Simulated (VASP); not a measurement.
Write the native input for VASP 6.6.1 that does the following.

```
Task                   : single point
Functional             : LDA
Potentials or basis    : VASP PAW LDA potentials, release 64 (Ni, O)
Cutoff                 : 520 eV
k mesh                 : 12 × 12 × 6
Occupations            : gaussian, width 0.05 eV
Spin                   : no spin polarisation
Dipole correction      : no
Further INCAR settings : ALGO = Normal; EDIFF = 1e-06; NBANDS = 18
```

The structure of NiO2 lies in POSCAR:

```
NiO2
1.0
    2.7239885620      0.0000000000      0.0000000000
   -1.3619942810      2.3590432943      0.0000000000
    0.0000000000      0.0000000000      4.3267834318
Ni O
1 2
Direct
    0.0000000000      0.0000000000      0.5000000000
    0.6666666667      0.3333333333      0.6829609091
    0.3333333333      0.6666666667      0.3170390909
```

This cell differs from its parent crystal: c/a of the conventional cell at fixed volume 1.5884.

The input as run:

INCAR

```
PREC = Accurate ; ENCUT = 520
EDIFF = 1E-6 ; ISMEAR = 0
SIGMA = 0.05 ; LREAL = F
LASPH = T ; NELM = 60
ALGO = Normal ; ISIF = 2
LWAVE = F ; LCHARG = T
GGA = CA ; LELF = T
LVHAR = T ; NBANDS = 18
```

KPOINTS

```
regular mesh
0
Gamma
  12 12 6
```

Potentials or basis: VASP PAW LDA potentials, release 64 (Ni, O).

The run is started by

```sh
$ cat potpaw_LDA.64/Ni/POTCAR potpaw_LDA.64/O/POTCAR > POTCAR
$ mpirun -np 1 vasp_std > vasp.out
```

It gave:

```json
{"Pressure": "36.7 GPa", "Largest force": "3.607 eV/Å", "Band gap on the k mesh": "0.85 eV, indirect (least direct gap 1.46 eV)"}
```

Caveat: forces of over 1 eV/Å act on the atoms, so gaps and moduli don't describe the material at rest.

It took 23 s on 1 thread of Intel Xeon 6975P-C, with other jobs on the host, peak memory 0.16 GiB.
